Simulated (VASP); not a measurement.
Input of a VASP 6.6.1 run:

The input POSCAR:

```
Rh
1.0
    0.0000000000      1.9020837200      1.9020837200
    1.9020837200      0.0000000000      1.9020837200
    1.9020837200      1.9020837200      0.0000000000
Rh
1
Direct
    0.0000000000      0.0000000000      0.0000000000
```

INCAR.step1

```
  PREC = Accurate
  ENCUT = 520
  ISMEAR = -1
  SIGMA = 0.15
  LREAL = False
  LASPH = True
  NELM = 60
  NBANDS = 14
  GGA = PE
  ALGO = Normal
  EDIFF = 1E-4
  LWAVE = True
  LCHARG = False
```

INCAR.step2

```
  PREC = Accurate
  ENCUT = 520
  EDIFF = 1E-7
  ISMEAR = -1
  SIGMA = 0.15
  LREAL = False
  LASPH = True
  NELM = 60
  ALGO = Normal
  ISIF = 2
  LWAVE = False
  LCHARG = False
  METAGGA = R2SCAN
  LMIXTAU = True
  NBANDS = 14
  ISTART = 1
```

File KPOINTS:

```
regular mesh
0
Gamma
  18 18 18
```

Potentials or basis: VASP PAW PBE potentials, release 64 (Rh_pv).

Launch:

```bash
$ cat potpaw_PBE.64/Rh_pv/POTCAR > POTCAR
$ cp INCAR.step1 INCAR
$ mpirun -np 1 vasp_std > vasp.out
$ cp INCAR.step2 INCAR
$ mpirun -np 1 vasp_std > vasp.out
```

(1) What does it give for the pressure?

(2) What does it give for the band gap on the k mesh?

Answers

(1) 1.2 GPa.

(2) zero (an odd number of electrons rules out a gap without spin polarisation).

Caveat: an empty level that is flat over the whole mesh can mark a ghost state of the potentials, or a narrow d or f band; the PAW data sets were made with another functional, which shifts forces and pressure a little.
